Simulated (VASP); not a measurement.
Write the native input for VASP 6.6.1 that does the following.

| Property | Result |
| --- | --- |
| Task | single point |
| Functional | PBE |
| Potentials or basis | VASP PAW PBE potentials, release 64 (Mo_sv, S) |
| Cutoff | 520 eV |
| k mesh | 6 × 6 × 2 |
| Occupations | gaussian, width 0.01 eV |
| Spin | no spin polarisation |
| Dipole correction | no |
| Further INCAR settings | ALGO = Normal; EDIFF = 1e-06; NBANDS = 35 |

The structure of MoS2 lies in POSCAR:

```
MoS2
1.0
    3.1730194991      0.0000000000      0.0000000000
   -1.5865097496      2.7479154930      0.0000000000
    0.0000000000      0.0000000000     12.4359058611
Mo S
2 4
Direct
    0.3333333333      0.6666666667      0.2500000000
    0.6666666667      0.3333333333      0.7500000000
    0.3333333333      0.6666666667      0.6249005404
    0.6666666667      0.3333333333      0.1249005404
    0.3333333333      0.6666666667      0.8750994596
    0.6666666667      0.3333333333      0.3750994596
```

The input as run:

INCAR

```
SYSTEM = MoS2
ALGO = Normal ; EDIFF = 1E-6
ENCUT = 520 ; GGA = PE
ISIF = 2 ; ISMEAR = 0
LASPH = .True. ; LCHARG = .False.
LREAL = .False. ; LWAVE = .False.
NBANDS = 35 ; NELM = 80
PREC = Accurate ; SIGMA = 0.01
```

KPOINTS

```
k-points
0
Gamma
  6 6 2
  0 0 0
```

Potentials or basis: VASP PAW PBE potentials, release 64 (Mo_sv, S).

Run with:

```bash
$ cat potpaw_PBE.64/Mo_sv/POTCAR potpaw_PBE.64/S/POTCAR > POTCAR
$ mpirun -np 1 vasp_std > vasp.out
```

It gave:

| Property | Result |
| --- | --- |
| Pressure | 2.3 GPa |
| Largest force | 0.102 eV/Å |
| Band gap on the k mesh | 0.95 eV (least direct gap 1.64 eV) |

Caveat: this functional lacks dispersion, which binds the layers, so the pressure and a relaxed spacing across them are unreliable.

Wall time 20 s on 1 thread of Intel(R) Xeon(R) 6975P-C (Granite Rapids), with other jobs on the host, peak memory 0.23 GiB.
